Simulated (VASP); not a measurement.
**Ba2N: single point with PBEsol+D3(BJ)**

The system is Ba2N, a slab with vacuum.

```
Ba N
1.0
     4.02900    0.00000    0.00000
     2.01450    3.48922    0.00000
     0.00000    0.00000   36.92559
Ba N
6 3
Cartesian
  4.0290 0.0000 13.9756
  4.0290 2.3261 9.4994
  4.0290 2.3261 21.4506
  2.0145 1.1631 16.9744
  2.0145 1.1631 28.9256
  6.0435 3.4892 24.4494
  0.0000 0.0000 8.0000
  4.0290 2.3261 15.4750
  2.0145 1.1631 22.9500
```

- Program: VASP 6.6.1
- Task: single point
- Functional: PBEsol
- Dispersion: D3(BJ)
- Potentials or basis: VASP PAW PBE potentials, release 64 (Ba_sv, N)
- Cutoff: 520 eV
- k mesh: 5 × 5 × 1
- Occupations: methfessel-paxton, width 0.05 eV
- Spin: no spin polarisation
- Dipole correction: yes
- Further INCAR settings: ALGO = Normal; EDIFF = 1e-06; NBANDS = 48

```yaml
Largest_force: 2.660 eV/Å
Dispersion_energy_per_atom: -0.206 eV
```

Forces on the atoms (eV/Å):
```
Ba   0.000  0.000  0.187
Ba   0.000  0.000 -2.553
Ba   0.000  0.000  0.240
Ba   0.000  0.000 -0.162
Ba   0.000  0.000 -0.162
Ba   0.000  0.000  0.017
N    0.000  0.000  2.660
N    0.000  0.000 -0.046
N    0.000  0.000 -0.181
```

Levels at points of the mesh, in eV from the Fermi level:
| k point | band 36 | band 37 | band 38 | band 39 | band 40 | band 41 |
| --- | --- | --- | --- | --- | --- | --- |
| (0.00, 0.00, 0.00) | -1.13 | -0.55 | -0.30 | -0.14 | -0.14 | 0.42 |

Run time: 16 min on 1 thread of Intel(R) Xeon(R) Platinum 8259CL CPU @ 2.50GHz (Skylake/Cascade Lake), with other jobs on the host, peak memory 0.59 GiB.

Caveat: the k points lie up to 0.36 Å⁻¹ apart; the PAW data sets were made with another functional, which shifts forces and pressure a little; spin-orbit coupling is left out, which moves the levels of the heavy elements.
